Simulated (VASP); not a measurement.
# PbS (Galena) (Fm-3m) in VASP: a series of runs

PbS (Galena) is run at these levels: LDA, RPBE, revPBE, r2SCAN; tasks: single point.

All numbers are computed with VASP 6.6.1; they aren't measurements. Logs are shortened: lines on timing, memory, paths and dates and some standing lists are left out, and cuts for length are marked.

### 1 The cell of the first run

It takes space group Fm-3m (No. 225, cubic). Conventional cell: a = 5.931 Å, b = 5.931 Å, c = 5.931 Å, α = 90.00°, β = 90.00°, γ = 90.00°. Pb (site symmetry m-3m) has 6 S at 2.97 Å within 3.9 Å. Within 3.9 Å of S (site symmetry m-3m) lie 6 Pb at 2.97 Å.

### 2 Single point, LDA

File INCAR:

```
SYSTEM = PbS
PREC = Accurate ; ENCUT = 520
EDIFF = 1E-6 ; ISMEAR = 0
SIGMA = 0.01 ; LREAL = .FALSE.
LASPH = .TRUE. ; NELM = 80
ALGO = Normal ; ISIF = 2
LWAVE = .FALSE. ; LCHARG = .FALSE.
GGA = CA ; NBANDS = 17
```

File KPOINTS:

```
regular mesh
0
G
  6 6 6
  0 0 0
```

File POSCAR:

```
PbS
1.0
    0.0000000000      2.9657500000      2.9657500000
    2.9657500000      0.0000000000      2.9657500000
    2.9657500000      2.9657500000      0.0000000000
Pb S
1 1
Direct
    0.0000000000      0.0000000000      0.0000000000
    0.5000000000      0.5000000000      0.5000000000
```

Potentials or basis: VASP PAW LDA potentials, release 64 (Pb_d, S).

Command:

```bash
cat potpaw_LDA.64/Pb_d/POTCAR potpaw_LDA.64/S/POTCAR > POTCAR
mpirun -np 1 vasp_std > vasp.out
```

OUTCAR:

```text
SYSTEM = PbS
   PREC = Accurate
   ENCUT = 520
   EDIFF = 1E-6
   ISMEAR = 0
   LREAL = .FALSE.
   LASPH = .TRUE.
   NELM = 80
   ISIF = 2
   GGA = CA

 ion  position               nearest neighbor table
   1  0.000  0.000  0.000-   2 2.97   2 2.97   2 2.97   2 2.97   2 2.97   2 2.97
   2  0.500  0.500  0.500-   1 2.97   1 2.97   1 2.97   1 2.97   1 2.97   1 2.97

  LATTYP: Found a face centered cubic cell.
 ALAT       =     5.9315000000

  Lattice vectors:

 A1 = (   0.0000000000,   2.9657500000,   2.9657500000)
 A2 = (   2.9657500000,   0.0000000000,   2.9657500000)
 A3 = (   2.9657500000,   2.9657500000,   0.0000000000)

Analysis of symmetry for initial positions (statically):
=====================================================================
 Subroutine PRICEL returns:
 Original cell was already a primitive cell.

 Routine SETGRP: Setting up the symmetry group for a
 face centered cubic supercell.

 Subroutine GETGRP returns: Found 48 space group operations
 (whereof 48 operations were pure point group operations)
 out of a pool of 48 trial point group operations.

The static configuration has the point symmetry O_h .

Analysis of symmetry for dynamics (positions and initial velocities):
=====================================================================
 Subroutine PRICEL returns:
 Original cell was already a primitive cell.

 Routine SETGRP: Setting up the symmetry group for a
 face centered cubic supercell.

 Subroutine GETGRP returns: Found 48 space group operations
 (whereof 48 operations were pure point group operations)
 out of a pool of 48 trial point group operations.

The dynamic configuration has the point symmetry O_h .

 Subroutine INISYM returns: Found 48 space group operations
 (whereof 48 operations are pure point group operations),
 and found     1 'primitive' translations

----------------------------------------------------------------------------------------

                                     Primitive cell

  volume of cell :      52.1715

  direct lattice vectors                    reciprocal lattice vectors
     0.000000000  2.965750000  2.965750000    -0.168591419  0.168591419  0.168591419
     2.965750000  0.000000000  2.965750000     0.168591419 -0.168591419  0.168591419
     2.965750000  2.965750000  0.000000000     0.168591419  0.168591419 -0.168591419

  length of vectors
     4.194203873  4.194203873  4.194203873     0.292008903  0.292008903  0.292008903

  position of ions in fractional coordinates (direct lattice)
     0.000000000  0.000000000  0.000000000
     0.500000000  0.500000000  0.500000000

  ion indices of the primitive-cell ions
   primitive index   ion index
                 1           1
                 2           2

----------------------------------------------------------------------------------------

 KPOINTS: regular mesh

Automatic generation of k-mesh.
 Grid dimensions read from file:
 generate k-points for:    6    6    6

 Generating k-lattice:

  Cartesian coordinates                     Fractional coordinates (reciprocal lattice)
    -0.028098570  0.028098570  0.028098570     0.166666667  0.000000000  0.000000000
     0.028098570 -0.028098570  0.028098570     0.000000000  0.166666667  0.000000000
     0.028098570  0.028098570 -0.028098570     0.000000000  0.000000000  0.166666667

  Length of vectors
     0.048668150  0.048668150  0.048668150

  Shift w.r.t. Gamma in fractional coordinates (k-lattice)
     0.000000000  0.000000000  0.000000000

 Subroutine IBZKPT returns following result:
 ===========================================

 Found     16 irreducible k-points:

 Following reciprocal coordinates:
            Coordinates               Weight
  0.000000  0.000000  0.000000      1.000000
  0.166667  0.000000  0.000000      8.000000
  0.333333  0.000000  0.000000      8.000000
  0.500000  0.000000  0.000000      4.000000
  0.166667  0.166667  0.000000      6.000000
  0.333333  0.166667  0.000000     24.000000
[... 8 lines left out ...]
 -0.333333  0.333333  0.166667     24.000000
 -0.333333  0.500000  0.166667     12.000000
   k-points           NKPTS =     16   k-points in BZ     NKDIM =     16   number of bands    NBANDS=     17
   number of dos      NEDOS =    301   number of ions     NIONS =      2
   total plane-waves  NPLWV =  32768
   dimension x,y,z NGX =    32 NGY =   32 NGZ =   32
   dimension x,y,z NGXF=    64 NGYF=   64 NGZF=   64
   ions per type =               1   1
   NGX,Y,Z   is equivalent  to a cutoff of  12.68, 12.68, 12.68 a.u.
   NGXF,Y,Z  is equivalent  to a cutoff of  25.37, 25.37, 25.37 a.u.
 SYSTEM =  PbS
   PREC   = accura    normal or accurate (medium, high low for compatibility)
   ISTART =      0    job   : 0-new  1-cont  2-samecut
   ICHARG =      2    charge: 1-file 2-atom 10-const
   ISPIN  =      1    spin polarized calculation?
   LNONCOLLINEAR =      F non collinear calculations
   LSORBIT =      F    spin-orbit coupling
   LASPH  =      T    aspherical Exc in radial PAW
   ENCUT  =  520.0 eV  38.22 Ry    6.18 a.u.   7.80  7.80  7.80*2*pi/ulx,y,z
   NELM   =     80;   NELMIN=  2; NELMDL= -5     # of ELM steps
   EDIFF  = 0.1E-05   stopping-criterion for ELM
   LREAL  =      F    real-space projection
   EDIFFG = 0.1E-04   stopping-criterion for IOM
   NSW    =      0    number of steps for IOM
   IBRION =     -1    ionic relax: 0-MD 1-quasi-New 2-CG
   NFREE  =      0    steps in history (QN), initial steepest desc. (CG)
   ISIF   =      2    stress and relaxation
   ISYM   =      2    0-nonsym 1-usesym 2-fastsym
   POTIM  = 0.5000    time-step for ionic-motion
   TEBEG  =    0.0;   TEEND  =   0.0 temperature during run
   PSTRESS=    0.0 pullay stress
   NELECT =      20.0000    total number of electrons
   NUPDOWN=      -1.0000    fix difference up-down
   EMIN   =  10.00;   EMAX   =-10.00  energy-range for DOS
   EFERMI =   0.00;   METHOD = LEGACY
   ISMEAR =     0;   SIGMA  =   0.01  broadening in eV -4-tet -1-fermi 0-gaus
   EFERMI_NEDOS =   21; number of points for ismear=-14 and -15
   IALGO  =     38    algorithm
   IMIX   =      4    mixing-type and parameters
     AMIX     =   0.40;   BMIX     =  1.00
     AMIX_MAG =   1.60;   BMIX_MAG =  1.00
  volume/ion in A,a.u.               =      26.09       176.04
  Fermi-wavevector in a.u.,A,eV,Ry     =   1.189251  2.247359 19.242973  1.414319
  Thomas-Fermi vector in A             =   2.325363
   LORBIT       =      0    0 simple, 1 ext, 2 COOP (PROOUT), +10 PAW based schemes
   GGA     = CA    functional components
   LHFCALC =     F    Hartree Fock is set to
   AEXX    =    0.0000 exact exchange contribution
   IVDW    =     0    specifies the selected vdW correction
   LEPSILON=     F    determine dielectric tensor
   LRPA    =     F    only Hartree local field effects (RPA)
 non-spin polarized calculation
 Gauss-broadening in eV      SIGMA  =   0.01
  energy-cutoff  :      520.00
  volume of cell :       52.17
 maximum number of plane-waves:      1420
   NGX = 15   NGY = 15   NGZ = 15

 number of electron      19.9999998 magnetization

 Free energy of the ion-electron system (eV)
  ---------------------------------------------------
  ext. energy  EPLUGINS =         0.00000000
  ---------------------------------------------------
  free energy    TOTEN  =        -9.98419113 eV

  energy without entropy =       -9.98419113  energy(sigma->0) =       -9.98419113

 E-fermi :   5.6584     XC(G=0): -10.0295

 val. band max:        5.5953070674   @ k =   0.5000   0.0000   0.0000
 cond. band min:       5.8035442335   @ k =   0.5000   0.0000   0.0000
 fundamental gap:      0.2082371661
 Fermi energy:         5.6584095092

 k-point     1 :       0.0000    0.0000    0.0000
  band No.  band energies     occupation
      1     -11.1781      2.00000
      2     -11.1781      2.00000
      3     -11.1781      2.00000
      4     -11.1692      2.00000
      5     -11.1692      2.00000
      6      -7.9771      2.00000
[... 9 lines left out ...]
     16      12.2398      0.00000
     17      14.0309      0.00000

 k-point     2 :       0.1667    0.0000    0.0000
  band No.  band energies     occupation
      1     -11.1794      2.00000
      2     -11.1794      2.00000
      3     -11.1770      2.00000
      4     -11.1639      2.00000
      5     -11.1639      2.00000
      6      -7.7379      2.00000
[... 9 lines left out ...]
     16      12.8478      0.00000
     17      15.9376      0.00000

 k-point     3 :       0.3333    0.0000    0.0000
  band No.  band energies     occupation
      1     -11.1942      2.00000
      2     -11.1942      2.00000
      3     -11.1755      2.00000
      4     -11.1411      2.00000
      5     -11.1411      2.00000
      6      -7.1261      2.00000
[... 9 lines left out ...]
     16      14.2631      0.00000
     17      17.6916      0.00000

 k-point     4 :       0.5000    0.0000    0.0000
  band No.  band energies     occupation
      1     -11.2018      2.00000
      2     -11.2018      2.00000
      3     -11.1752      2.00000
      4     -11.1293      2.00000
      5     -11.1293      2.00000
      6      -6.6881      2.00000
[... 9 lines left out ...]
     16      15.6807      0.00000
     17      16.0344      0.00000
[... 183 lines left out ...]
      1     -11.2486      2.00000
      2     -11.1792      2.00000
      3     -11.1727      2.00000
      4     -11.1377      2.00000
      5     -11.1322      2.00000
      6      -6.6456      2.00000
[... 9 lines left out ...]
     16      16.1398      0.00000
     17      16.4865      0.00000

 k-point    15 :      -0.3333    0.3333    0.1667
  band No.  band energies     occupation
      1     -11.2593      2.00000
      2     -11.1773      2.00000
      3     -11.1593      2.00000
      4     -11.1554      2.00000
      5     -11.1228      2.00000
      6      -6.3341      2.00000
[... 9 lines left out ...]
     16      16.9562      0.00000
     17      17.2716      0.00000

 k-point    16 :      -0.3333    0.5000    0.1667
  band No.  band energies     occupation
      1     -11.2931      2.00000
      2     -11.1833      2.00000
      3     -11.1596      2.00000
      4     -11.1385      2.00000
      5     -11.1151      2.00000
      6      -6.2180      2.00000
[... 9 lines left out ...]
     16      17.3958      0.00000
     17      17.8662      0.00000

------------------------ aborting loop because EDIFF is reached ----------------------------------------

  FORCE on cell =-STRESS in cart. coord.  units (eV):
  Direction    XX          YY          ZZ          XY          YZ          ZX
  --------------------------------------------------------------------------------------
  -------------------------------------------------------------------------------------
  Total       -0.8388625     -0.8388625     -0.8388625     -0.0000000      0.0000000      0.0000000
  in kB      -25.7612973    -25.7612973    -25.7612973     -0.0000000      0.0000000      0.0000000
  external PRESSURE =     -25.7612973 kB  Pullay stress =       0.0000000 kB

 VOLUME and BASIS-vectors are now :
 -----------------------------------------------------------------------------
  energy-cutoff  :      520.00
  volume of cell :       52.17
      direct lattice vectors                 reciprocal lattice vectors
     0.000000000  2.965750000  2.965750000    -0.168591419  0.168591419  0.168591419
     2.965750000  0.000000000  2.965750000     0.168591419 -0.168591419  0.168591419
     2.965750000  2.965750000  0.000000000     0.168591419  0.168591419 -0.168591419

 POSITION                                       TOTAL-FORCE (eV/Angst)
 -----------------------------------------------------------------------------------
      0.00000      0.00000      0.00000        -0.000000     -0.000000      0.000000
      2.96575      2.96575      2.96575         0.000000      0.000000     -0.000000
 -----------------------------------------------------------------------------------
    total drift:                                0.000000     -0.000000     -0.000000

  FREE ENERGIE OF THE ION-ELECTRON SYSTEM (eV)
  ---------------------------------------------------
  free  energy   TOTEN  =        -9.9841911301 eV

  energy  without entropy=       -9.9841911301  energy(sigma->0) =       -9.98419113
```

Wall time 13 s (1 thread of AMD EPYC 7R43 (Zen 3), shared host); peak memory 0.12 GiB.

What came out:

```yaml
Free_energy: -9.9842 eV
Pressure: -2.6 GPa
Band_gap_on_the_k_mesh: 0.21 eV, direct
```

Levels at points of the mesh, in eV from the valence-band top:
| k point | band 6 | band 7 | band 8 | band 9 | band 10 | band 11 | band 12 | band 13 | band 14 | band 15 |
| --- | --- | --- | --- | --- | --- | --- | --- | --- | --- | --- |
| (0.00, 0.00, 0.00) | -13.57 | -6.08 | -2.16 | -2.16 | -2.16 | 5.07 | 5.07 | 5.07 | 6.64 | 6.64 |
| (0.50, 0.00, 0.00) | -12.28 | -8.93 | -1.76 | -1.76 | 0.00 | 0.21 | 1.83 | 1.83 | 8.47 | 10.09 |
| (0.50, 0.50, 0.00) | -11.85 | -7.28 | -5.26 | -3.46 | -3.46 | 3.73 | 5.46 | 5.56 | 5.56 | 11.18 |

Caveat: spin-orbit coupling is left out, which moves the levels of the heavy elements. A k mesh can miss the band edges.

### 3 Single point, RPBE

File INCAR:

```
PREC = Accurate
ENCUT = 520
EDIFF = 1E-7
ISMEAR = 0
SIGMA = 0.01
LREAL = False
LASPH = True
NELM = 100
ALGO = Normal
ISIF = 2
LWAVE = False
LCHARG = True
GGA = RP
LELF = True
LVHAR = True
NBANDS = 17
```

File KPOINTS:

```
regular mesh
0
Gamma
  6 6 6
```

POSCAR is that of step 2.

Potentials or basis: VASP PAW PBE potentials, release 64 (Pb_d, S).

Command:

```bash
cat potpaw_PBE.64/Pb_d/POTCAR potpaw_PBE.64/S/POTCAR > POTCAR
mpirun -np 1 vasp_std > vasp.out
```

Run time: 20 s. Hardware: 1 thread of AMD EPYC 7R43 (Zen 3), shared host; peak memory 0.14 GiB.

It converged, with:

- Free energy: -8.0613 eV
- Pressure: 4.1 GPa
- Band gap on the k mesh: 0.46 eV, direct

Levels at points of the mesh, in eV from the valence-band top:
| k point | band 6 | band 7 | band 8 | band 9 | band 10 | band 11 | band 12 | band 13 | band 14 | band 15 |
| --- | --- | --- | --- | --- | --- | --- | --- | --- | --- | --- |
| (0.00, 0.00, 0.00) | -13.59 | -6.00 | -2.19 | -2.19 | -2.19 | 5.27 | 5.27 | 5.27 | 6.77 | 6.77 |
| (0.50, 0.00, 0.00) | -12.36 | -8.82 | -1.80 | -1.80 | 0.00 | 0.46 | 2.01 | 2.01 | 8.81 | 10.11 |
| (0.50, 0.50, 0.00) | -11.94 | -7.17 | -5.17 | -3.44 | -3.44 | 3.96 | 5.64 | 5.74 | 5.74 | 11.13 |

Caveat: the PAW data sets were made with another functional, which shifts forces and pressure a little; spin-orbit coupling is left out, which moves the levels of the heavy elements. A k mesh can miss the band edges.

### 4 Single point, revPBE

File INCAR:

```
SYSTEM = PbS
PREC = Accurate
ENCUT = 520
EDIFF = 1E-6
ISMEAR = 0
SIGMA = 0.01
LREAL = .False.
LASPH = .True.
NELM = 80
ALGO = Normal
ISIF = 2
LWAVE = .False.
LCHARG = .False.
GGA = RE
NBANDS = 17
```

File KPOINTS:

```
regular mesh
0
Gamma
  6 6 6
  0 0 0
```

POSCAR is that of step 3.

Command:

```bash
cat potpaw_PBE.64/Pb_d/POTCAR potpaw_PBE.64/S/POTCAR > POTCAR
mpirun -np 1 vasp_std > vasp.out
```

Run time: 16 s. Hardware: 1 thread of AMD EPYC 7R43 (Zen 3), shared host; peak memory 0.14 GiB.

The run converged. Its results:

```
Free energy            : -8.1487 eV
Pressure               : 3.5 GPa
Band gap on the k mesh : 0.43 eV, direct
```

Levels at points of the mesh, in eV from the valence-band top:
```
           k point  band 8  band 9  band 10  band 11  band 12  band 13
(0.00, 0.00, 0.00)   -2.18   -2.18    -2.18     5.26     5.26     5.26
(0.50, 0.00, 0.00)   -1.79   -1.79     0.00     0.43     2.00     2.00
(0.50, 0.50, 0.00)   -5.18   -3.44    -3.44     3.93     5.63     5.72
```

Caveat: the PAW data sets were made with another functional, which shifts forces and pressure a little; spin-orbit coupling is left out, which moves the levels of the heavy elements. A k mesh can miss the band edges.

(Part 1 of 2 ends here.)
